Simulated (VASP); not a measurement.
Here is a VASP 6.6.1 calculation.

Contents of POSCAR:

```
ScBIr
1.0
    0.0000000000      3.4832226812      0.0000001307
    3.4832226812      0.0000000000      0.0000001307
    1.7416115623      1.7416115623     -5.9065777031
Sc B Ir
2 2 2
Direct
    0.5000000000      0.0000000000      0.0000000000
    0.0000000000      0.5000000000      0.0000000000
    0.1489505664      0.1489505664      0.7020988673
    0.8510494336      0.8510494336      0.2979011327
    0.3210058501      0.3210058501      0.3579882997
    0.6789941499      0.6789941499      0.6420117003
```

INCAR.step1

```
SYSTEM = ScBIr
PREC = Accurate
ENCUT = 520
ISMEAR = -1
SIGMA = 0.1
LREAL = .False.
LASPH = .True.
NELM = 80
NBANDS = 32
GGA = PE
ALGO = Normal
EDIFF = 1E-4
LWAVE = .True.
LCHARG = .False.
```

Contents of INCAR.step2:

```
SYSTEM = ScBIr
PREC = Accurate
ENCUT = 520
EDIFF = 1E-6
ISMEAR = -1
SIGMA = 0.1
LREAL = .False.
LASPH = .True.
NELM = 80
ALGO = Normal
ISIF = 2
LWAVE = .False.
LCHARG = .True.
METAGGA = R2SCAN
LMIXTAU = .True.
LELF = .True.
LVHAR = .True.
NBANDS = 32
ISTART = 1
```

File KPOINTS:

```
Automatic mesh
0
Gamma
  7 7 7
  0 0 0
```

Potentials or basis: VASP PAW PBE potentials, release 64 (Sc_sv, B, Ir).

Command:

```console
$ cat potpaw_PBE.64/Sc_sv/POTCAR potpaw_PBE.64/B/POTCAR potpaw_PBE.64/Ir/POTCAR > POTCAR
$ cp INCAR.step1 INCAR
$ mpirun -np 1 vasp_std > vasp.out
$ cp INCAR.step2 INCAR
$ mpirun -np 1 vasp_std > vasp.out
```

Question: What does it give for the pressure?

Answer: 21.9 GPa.

Question: Estimate the largest force.

Answer: 0.060 eV/Å.

Stress tensor (GPa, compression positive):
```
21.70  0.00  0.00
 0.00 21.70  0.00
 0.00  0.00 22.38
```

Caveat: the cell stands under pressure; the PAW data sets were made with another functional, which shifts forces and pressure a little.
